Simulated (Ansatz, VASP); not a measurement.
**Two plane-wave programs on Lu**

```xyz
1
Lattice="3.1700 0.0000 0.0000 0.0000 3.1700 0.0000 0.0000 0.0000 3.1700" Properties=species:S:1:pos:R:3 pbc="T T T"
Lu    0.0000    0.0000    0.0000
```

Alike in both runs: task relaxation of cell and atoms; functional BLYP; k mesh 10 × 10 × 10; occupations fermi-dirac, width 0.1 eV; no spin polarisation.

```csv
,VASP,Ansatz
version,VASP 6.6.1,Ansatz 0.2.0
potentials or method,"VASP PAW PBE potentials, release 64 (Lu), cutoff 600 eV","plane waves (420 eV) with PAW, scalar-relativistic"
valence electrons in the cell,25,25
```

Ansatz gave:

| Item | Value |
| --- | --- |
| relaxed volume (Å³/atom) | 34.29 |
| relaxed cell length with the largest relative difference (Å) | 3.249 |

**Question.** What did VASP give for the same quantities?

**Answer.** Relaxed volume (Å³/atom): 34.37; relaxed cell length with the largest relative difference (Å): 3.251.

VASP's potentials were made for PBE, not for BLYP.

Neither program's run includes spin-orbit coupling.
